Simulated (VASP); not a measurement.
# Br (P6_3/mmc) in VASP: notebook

The runs below take Br through single point, with PBE.

Program: VASP 6.6.1. These are calculated values, not measurements. Logs are shortened: lines on timing, memory, paths and dates and some standing lists are left out, and cuts for length are marked.

### Step 1. The cell of the first run

The structure is hexagonal, space group P6_3/mmc (No. 194). Conventional cell: a = 3.913 Å, b = 3.913 Å, c = 4.281 Å, α = 90.00°, β = 90.00°, γ = 120.00°. Br (site symmetry -6m2) has 12 Br at 3.11 to 3.91 Å within 4.1 Å.

### Step 2. Single point, PBE

File INCAR:

```
PREC     = Accurate       # precision mode
ENCUT    = 520            # plane-wave cutoff, eV
EDIFF    = 1E-6           # SCF threshold, eV
ISMEAR   = -1             # smearing method
SIGMA    = 0.02           # smearing width, eV
LREAL    = F              # projectors in reciprocal space
LASPH    = T              # aspherical terms in the spheres
NELM     = 80             # most SCF steps
ALGO     = Normal         # electronic algorithm
ISIF     = 2              # what is computed and relaxed
LWAVE    = F              # write WAVECAR
LCHARG   = F              # write CHGCAR
GGA      = PE             # functional
NBANDS   = 14             # bands
```

File KPOINTS:

```
Automatic mesh
0
Gamma
  12 12 10
```

File POSCAR:

```
Br
1.0
    3.9125922103      0.0000000000      0.0000000000
   -1.9562961052      3.3884042488      0.0000000000
    0.0000000000      0.0000000000      4.2808160525
Br
2
Direct
    0.3333333333      0.6666666667      0.2500000000
    0.6666666667      0.3333333333      0.7500000000
```

Potentials or basis: VASP PAW PBE potentials, release 64 (Br).

Launch:

```bash
$ cat potpaw_PBE.64/Br/POTCAR > POTCAR
$ mpirun -np 1 vasp_std > vasp.out
```

OUTCAR:

```text
PREC = Accurate
   ENCUT = 520
   EDIFF = 1E-6
   ISMEAR = -1
   LREAL = F
   LASPH = T
   NELM = 80
   ISIF = 2
   GGA = PE

 ion  position               nearest neighbor table
   1  0.333  0.667  0.250-
   2  0.667  0.333  0.750-

  LATTYP: Found a hexagonal cell.
 ALAT       =     3.9125922103
 C/A-ratio  =     1.0941125020

  Lattice vectors:

 A1 = (   3.9125922103,   0.0000000000,   0.0000000000)
 A2 = (  -1.9562961052,   3.3884042488,   0.0000000000)
 A3 = (   0.0000000000,   0.0000000000,   4.2808160525)

Analysis of symmetry for initial positions (statically):
=====================================================================
 Subroutine PRICEL returns:
 Original cell was already a primitive cell.

 Routine SETGRP: Setting up the symmetry group for a
 hexagonal supercell.

 Subroutine GETGRP returns: Found 24 space group operations
 (whereof 12 operations were pure point group operations)
 out of a pool of 24 trial point group operations.

The static configuration has the point symmetry D_3d.
 The point group associated with its full space group is D_6h.

Analysis of symmetry for dynamics (positions and initial velocities):
=====================================================================
 Subroutine PRICEL returns:
 Original cell was already a primitive cell.

 Routine SETGRP: Setting up the symmetry group for a
 hexagonal supercell.

 Subroutine GETGRP returns: Found 24 space group operations
 (whereof 12 operations were pure point group operations)
 out of a pool of 24 trial point group operations.

The dynamic configuration has the point symmetry D_3d.
 The point group associated with its full space group is D_6h.

 Subroutine INISYM returns: Found 24 space group operations
 (whereof 12 operations are pure point group operations),
 and found     1 'primitive' translations

----------------------------------------------------------------------------------------

                                     Primitive cell

  volume of cell :      56.7527

  direct lattice vectors                    reciprocal lattice vectors
     3.912592210  0.000000000  0.000000000     0.255585031  0.147562086  0.000000000
    -1.956296105  3.388404249  0.000000000     0.000000000  0.295124172  0.000000000
     0.000000000  0.000000000  4.280816052     0.000000000  0.000000000  0.233600320

  length of vectors
     3.912592210  3.912592210  4.280816052     0.295124172  0.295124172  0.233600320

  position of ions in fractional coordinates (direct lattice)
     0.333333333  0.666666667  0.250000000
     0.666666667  0.333333333  0.750000000

  ion indices of the primitive-cell ions
   primitive index   ion index
                 1           1
                 2           2

----------------------------------------------------------------------------------------

 KPOINTS: Automatic mesh

Automatic generation of k-mesh.
 Grid dimensions read from file:
 generate k-points for:   12   12   10

 Generating k-lattice:

  Cartesian coordinates                     Fractional coordinates (reciprocal lattice)
     0.021298753  0.012296841  0.000000000     0.083333333  0.000000000  0.000000000
     0.000000000  0.024593681  0.000000000     0.000000000  0.083333333  0.000000000
     0.000000000  0.000000000  0.023360032     0.000000000  0.000000000  0.100000000

  Length of vectors
     0.024593681  0.024593681  0.023360032

  Shift w.r.t. Gamma in fractional coordinates (k-lattice)
     0.000000000  0.000000000  0.000000000

 Subroutine IBZKPT returns following result:
 ===========================================

 Found    114 irreducible k-points:

 Following reciprocal coordinates:
            Coordinates               Weight
  0.000000  0.000000  0.000000      1.000000
  0.083333  0.000000  0.000000      6.000000
  0.166667  0.000000  0.000000      6.000000
  0.250000  0.000000  0.000000      6.000000
  0.333333  0.000000  0.000000      6.000000
  0.416667  0.000000  0.000000      6.000000
[... 16 lines left out ...]
  0.250000  0.000000  0.100000     12.000000
  0.333333  0.000000  0.100000     12.000000
 [... further k-points ...]
   k-points           NKPTS =    114   k-points in BZ     NKDIM =    114   number of bands    NBANDS=     14
   number of dos      NEDOS =    301   number of ions     NIONS =      2
   total plane-waves  NPLWV =  28800
   dimension x,y,z NGX =    30 NGY =   30 NGZ =   32
   dimension x,y,z NGXF=    60 NGYF=   60 NGZF=   64
   ions per type =               2
   NGX,Y,Z   is equivalent  to a cutoff of  12.75, 12.75, 12.43 a.u.
   NGXF,Y,Z  is equivalent  to a cutoff of  25.49, 25.49, 24.85 a.u.
 SYSTEM =  unknown system
   PREC   = accura    normal or accurate (medium, high low for compatibility)
   ISTART =      0    job   : 0-new  1-cont  2-samecut
   ICHARG =      2    charge: 1-file 2-atom 10-const
   ISPIN  =      1    spin polarized calculation?
   LNONCOLLINEAR =      F non collinear calculations
   LSORBIT =      F    spin-orbit coupling
   LASPH  =      T    aspherical Exc in radial PAW
   ENCUT  =  520.0 eV  38.22 Ry    6.18 a.u.   7.27  7.27  7.96*2*pi/ulx,y,z
   NELM   =     80;   NELMIN=  2; NELMDL= -5     # of ELM steps
   EDIFF  = 0.1E-05   stopping-criterion for ELM
   LREAL  =      F    real-space projection
   EDIFFG = 0.1E-04   stopping-criterion for IOM
   NSW    =      0    number of steps for IOM
   IBRION =     -1    ionic relax: 0-MD 1-quasi-New 2-CG
   NFREE  =      0    steps in history (QN), initial steepest desc. (CG)
   ISIF   =      2    stress and relaxation
   ISYM   =      2    0-nonsym 1-usesym 2-fastsym
   POTIM  = 0.5000    time-step for ionic-motion
   TEBEG  =    0.0;   TEEND  =   0.0 temperature during run
   PSTRESS=    0.0 pullay stress
   NELECT =      14.0000    total number of electrons
   NUPDOWN=      -1.0000    fix difference up-down
   EMIN   =  10.00;   EMAX   =-10.00  energy-range for DOS
   EFERMI =   0.00;   METHOD = LEGACY
   ISMEAR =    -1;   SIGMA  =   0.02  broadening in eV -4-tet -1-fermi 0-gaus
   EFERMI_NEDOS =   21; number of points for ismear=-14 and -15
   IALGO  =     38    algorithm
   IMIX   =      4    mixing-type and parameters
     AMIX     =   0.40;   BMIX     =  1.00
     AMIX_MAG =   1.60;   BMIX_MAG =  1.00
  volume/ion in A,a.u.               =      28.38       191.49
  Fermi-wavevector in a.u.,A,eV,Ry     =   1.026728  1.940234 14.342858  1.054170
  Thomas-Fermi vector in A             =   2.160636
   LORBIT       =      0    0 simple, 1 ext, 2 COOP (PROOUT), +10 PAW based schemes
   GGA     = PE    functional components
   LHFCALC =     F    Hartree Fock is set to
   AEXX    =    0.0000 exact exchange contribution
   IVDW    =     0    specifies the selected vdW correction
   LEPSILON=     F    determine dielectric tensor
   LRPA    =     F    only Hartree local field effects (RPA)
 non-spin polarized calculation
  energy-cutoff  :      520.00
  volume of cell :       56.75
 maximum number of plane-waves:      1552
 NGX is ok and might be reduce to    30
   NGX = 15   NGY = 15   NGZ = 15

 number of electron      13.9999997 magnetization

 Free energy of the ion-electron system (eV)
  ---------------------------------------------------
  ext. energy  EPLUGINS =         0.00000000
  ---------------------------------------------------
  free energy    TOTEN  =        -2.26832806 eV

  energy without entropy =       -2.26513831  energy(sigma->0) =       -2.26673318

 E-fermi :   1.2931     XC(G=0):  -8.8470

 val. band max:        1.2891974151   @ k =   0.1667   0.0000   0.0000
 cond. band min:       1.2947048841   @ k =   0.2500   0.0833   0.1000
 fundamental gap:      0.0055074690
 Fermi energy:         1.2930539539

 k-point     1 :       0.0000    0.0000    0.0000
  band No.  band energies     occupation
      1     -14.2714      2.00000
      2     -11.8270      2.00000
      3      -2.7078      2.00000
      4      -0.7758      2.00000
      5      -0.7758      2.00000
      6       1.0963      1.99989
      7       1.0963      1.99989
      8       2.2011      0.00000
      9       7.5347      0.00000
     10       8.0351      0.00000
     11      11.7854      0.00000
     12      11.7854      0.00000
     13      13.3661      0.00000
     14      13.3661      0.00000

 k-point     2 :       0.0833    0.0000    0.0000
  band No.  band energies     occupation
      1     -14.2300      2.00000
      2     -11.8540      2.00000
      3      -2.6500      2.00000
      4      -0.8937      2.00000
      5      -0.8597      2.00000
      6       0.9588      2.00000
      7       1.1561      1.99788
      8       2.0940      0.00000
      9       7.7210      0.00000
     10       8.3320      0.00000
     11      11.3018      0.00000
     12      11.9033      0.00000
     13      13.1767      0.00000
     14      13.2992      0.00000

 k-point     3 :       0.1667    0.0000    0.0000
  band No.  band energies     occupation
      1     -14.1095      2.00000
      2     -11.9356      2.00000
      3      -2.4800      2.00000
      4      -1.2014      2.00000
      5      -1.0613      2.00000
      6       0.6373      2.00000
      7       1.2892      1.09612
      8       1.7932      0.00000
      9       8.1558      0.00000
     10       9.0506      0.00000
     11      10.6523      0.00000
     12      12.2753      0.00000
     13      12.7677      0.00000
     14      12.9398      0.00000

 k-point     4 :       0.2500    0.0000    0.0000
  band No.  band energies     occupation
      1     -13.9214      2.00000
      2     -12.0720      2.00000
      3      -2.2085      2.00000
      4      -1.5906      2.00000
      5      -1.2931      2.00000
      6       0.2846      2.00000
      7       1.3515      0.10226
      8       1.4225      0.00308
      9       8.3140      0.00000
     10       9.8997      0.00000
     11      10.6864      0.00000
     12      12.3352      0.00000
     13      12.3467      0.00000
     14      12.9319      0.00000

 k-point     5 :       0.3333    0.0000    0.0000
  band No.  band energies     occupation
      1     -13.6886      2.00000
      2     -12.2549      2.00000
      3      -1.9472      2.00000
      4      -1.8607      2.00000
      5      -1.4926      2.00000
      6      -0.0048      2.00000
      7       0.8417      2.00000
      8       1.5186      0.00003
      9       7.9949      0.00000
     10      10.9893      0.00000
     11      11.0791      0.00000
[... 276 lines left out ...]
 k-point    22 :       0.1667    0.0000    0.1000
  band No.  band energies     occupation
      1     -14.0650      2.00000
      2     -12.0001      2.00000
      3      -2.4983      2.00000
      4      -1.0575      2.00000
      5      -1.0121      2.00000
      6       0.4437      2.00000
      7       1.2233      1.94081
      8       1.8089      0.00000
      9       8.3132      0.00000
     10       9.0688      0.00000
     11      10.7802      0.00000
     12      11.7190      0.00000
     13      12.7139      0.00000
     14      13.5720      0.00000

 k-point    23 :       0.2500    0.0000    0.1000
  band No.  band energies     occupation
      1     -13.8808      2.00000
      2     -12.1213      2.00000
      3      -2.4137      2.00000
      4      -1.2903      2.00000
      5      -1.2402      2.00000
      6       0.0074      2.00000
      7       1.3372      0.19801
      8       1.5216      0.00002
      9       8.4221      0.00000
     10       9.8539      0.00000
     11      10.8321      0.00000
     12      11.9680      0.00000
     13      12.2512      0.00000
     14      13.5852      0.00000

 k-point    24 :       0.3333    0.0000    0.1000
  band No.  band energies     occupation
      1     -13.6534      2.00000
      2     -12.2872      2.00000
      3      -2.4212      2.00000
      4      -1.4369      2.00000
      5      -1.3470      2.00000
      6      -0.3688      2.00000
      7       1.1795      1.99318
      8       1.4158      0.00431
      9       8.1196      0.00000
     10      10.5866      0.00000
     11      11.1016      0.00000
     12      12.0064      0.00000
     13      12.3509      0.00000
     14      14.1656      0.00000

 [... further k-points ...]

------------------------ aborting loop because EDIFF is reached ----------------------------------------

  FORCE on cell =-STRESS in cart. coord.  units (eV):
  Direction    XX          YY          ZZ          XY          YZ          ZX
  --------------------------------------------------------------------------------------
  -------------------------------------------------------------------------------------
  Total        0.1052789      0.1052789      0.1226759     -0.0000000     -0.0000000      0.0000000
  in kB        2.9721147      2.9721147      3.4632461     -0.0000000     -0.0000000      0.0000000
  external PRESSURE =       3.1358251 kB  Pullay stress =       0.0000000 kB

 VOLUME and BASIS-vectors are now :
 -----------------------------------------------------------------------------
  energy-cutoff  :      520.00
  volume of cell :       56.75
      direct lattice vectors                 reciprocal lattice vectors
     3.912592210  0.000000000  0.000000000     0.255585031  0.147562086  0.000000000
    -1.956296105  3.388404249  0.000000000     0.000000000  0.295124172  0.000000000
     0.000000000  0.000000000  4.280816052     0.000000000  0.000000000  0.233600320

 POSITION                                       TOTAL-FORCE (eV/Angst)
 -----------------------------------------------------------------------------------
     -0.00000      2.25894      1.07020        -0.000000      0.000000     -0.000000
      1.95630      1.12947      3.21061         0.000000     -0.000000      0.000000
 -----------------------------------------------------------------------------------
    total drift:                               -0.000000      0.000000      0.000000

  FREE ENERGIE OF THE ION-ELECTRON SYSTEM (eV)
  ---------------------------------------------------
  free  energy   TOTEN  =        -2.2683280595 eV

  energy  without entropy=       -2.2651383059  energy(sigma->0) =       -2.26673318
```

It took 24 s on 1 thread of Intel Xeon 6975P-C (Granite Rapids), shared host; peak memory 0.21 GiB.

What came out:

```yaml
Free_energy: -2.2683 eV
Pressure: 0.3 GPa
Band_gap_on_the_k_mesh: zero (bands 7 and 8 overlap by 1.97 eV)
```

(Continued in part 2 of 2.)
